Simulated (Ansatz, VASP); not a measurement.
One calculation of Hf2W, two programs

```xyz
3
Lattice="4.8807 0.0000 0.0000 -2.4404 4.2268 0.0000 0.0000 0.0000 2.8207" Properties=species:S:1:pos:R:3 pbc="T T T"
Hf    0.0000    2.8179    1.4103
Hf    2.4404    1.4089    1.4103
W     0.0000    0.0000    0.0000
```

Alike in both runs: functional PBE; k mesh 12 × 12 × 16; occupations gaussian, width 0.1 eV; no spin polarisation.

Ansatz relaxed the structure, and its values are those at the end. VASP's run is a single point on that final structure, the one shown.

```csv
,VASP,Ansatz
version,VASP 6.6.1,Ansatz 0.2.0
potentials or method,"VASP PAW PBE potentials, release 64 (Hf_pv, W_sv), cutoff 520 eV","scalar-relativistic, plane waves, PAW"
valence electrons in the cell,34,66
```

Ansatz gave:

- gap on the k mesh at the Fermi level (eV): none
- pressure (GPa): 0.0

Q: Which values does VASP return?

A: gap on the k mesh at the Fermi level (eV): none; pressure (GPa): -0.5.

A gap of «none» marks a metal or a gap that the smearing closes. VASP's potentials hold 34 valence electrons a cell and Ansatz's 66, so a difference there can come from the potentials and not from the codes.

Neither program's run includes spin-orbit coupling.
